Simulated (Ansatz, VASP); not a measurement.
One calculation of Si2Mo, two programs

The input INCAR:

```
ALGO = Normal
EDIFF = 1E-7
ENCUT = 520
GGA = PE
ISIF = 2
ISMEAR = 0
LASPH = T
LCHARG = T
LELF = T
LREAL = F
LVHAR = T
LWAVE = F
NBANDS = 18
NELM = 80
PREC = Accurate
SIGMA = 0.15
```

Contents of KPOINTS:

```
k-points
0
Gamma
  14 14 14
```

File POSCAR:

```
Si2Mo
1.0
   -1.6084236828      1.6084236828      3.9365100029
    1.6084236828     -1.6084236828      3.9365100029
    1.6084236828      1.6084236828     -3.9365100029
Si Mo
2 1
Direct
    0.3350991394      0.3350991394      0.0000000000
    0.6649008606      0.6649008606      0.0000000000
    0.0000000000      0.0000000000      0.0000000000
```

Input for Ansatz:

```yaml
crystal:
  lattice:
    - [-1.6084236828, 1.6084236828, 3.9365100029]
    - [1.6084236828, -1.6084236828, 3.9365100029]
    - [1.6084236828, 1.6084236828, -3.9365100029]
  atoms:
    - { symbol: Si, position: [0.3350991394, 0.3350991394, 0.0] }
    - { symbol: Si, position: [0.6649008606, 0.6649008606, 0.0] }
    - { symbol: Mo, position: [0.0, 0.0, 0.0] }
basis:
  ecutwfc: 420
kpoints:
  mp_grid: { grid: [14, 14, 14] }
hamiltonian:
  xc: pbe
scf:
  occupations: { method: gaussian, width: 0.15 }
output:
  forces: true
  stress: true
  eigenvalues: true
  write_density: true
  write_potential: true
  elf: true
  volumetric_format: npy
```

Alike in both runs: task single point; functional PBE; k mesh 14 × 14 × 14; occupations gaussian, width 0.15 eV; no spin polarisation.

```csv
,VASP,Ansatz
version,VASP 6.6.1,Ansatz 0.2.0
potentials or method,"VASP PAW PBE potentials, release 64 (Si, Mo_sv), cutoff 520 eV","scalar-relativistic, plane waves, PAW"
valence electrons in the cell,22,22
```

VASP gave:

| Item | Value |
| --- | --- |
| gap on the k mesh at the Fermi level (eV) | none |
| pressure (GPa) | 0.2 |

What did Ansatz give for the same quantities?

gap on the k mesh at the Fermi level (eV): none; pressure (GPa): 0.0.

A gap of «none» marks a metal or a gap that the smearing closes. With one functional, cell and mesh, what is left measures potentials, basis and numerics.
